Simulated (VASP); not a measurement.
Input of a VASP 6.6.1 run:

File INCAR:

```
SYSTEM = InSb
PREC     = Accurate       ! precision mode
ENCUT    = 520            ! plane-wave cutoff, eV
EDIFF    = 1E-7           ! SCF threshold, eV
ISMEAR   = -1             ! smearing method
SIGMA    = 0.1            ! smearing width, eV
LREAL    = .FALSE.        ! projectors in reciprocal space
LASPH    = .TRUE.         ! aspherical terms in the spheres
NELM     = 100            ! most SCF steps
ALGO     = Normal         ! electronic algorithm
ISIF     = 2              ! what is computed and relaxed
LWAVE    = .FALSE.        ! write WAVECAR
LCHARG   = .TRUE.         ! write CHGCAR
GGA      = PE             ! functional
LELF     = .TRUE.         ! ELF
LVHAR    = .TRUE.       
NBANDS   = 16             ! bands
```

KPOINTS

```
Automatic mesh
0
G
  11 11 11
  0 0 0
```

Contents of POSCAR:

```
InSb
1.0
    0.0000000000      3.0804649055      3.0804649055
    3.0804649055      0.0000000000      3.0804649055
    3.0804649055      3.0804649055      0.0000000000
In Sb
1 1
Direct
    0.0000000000      0.0000000000      0.0000000000
    0.2500000000      0.2500000000      0.2500000000
```

Potentials or basis: VASP PAW PBE potentials, release 64 (In_d, Sb).

Run with:

```console
$ cat potpaw_PBE.64/In_d/POTCAR potpaw_PBE.64/Sb/POTCAR > POTCAR
$ mpirun -np 1 vasp_std > vasp.out
```

Question: Predict the band gap on the k mesh.

Answer: 0.71 eV, direct.

Question: Predict the pressure.

Answer: 14.0 GPa.

Caveat: spin-orbit coupling is left out, which moves the levels of the heavy elements. A k mesh can miss the band edges.
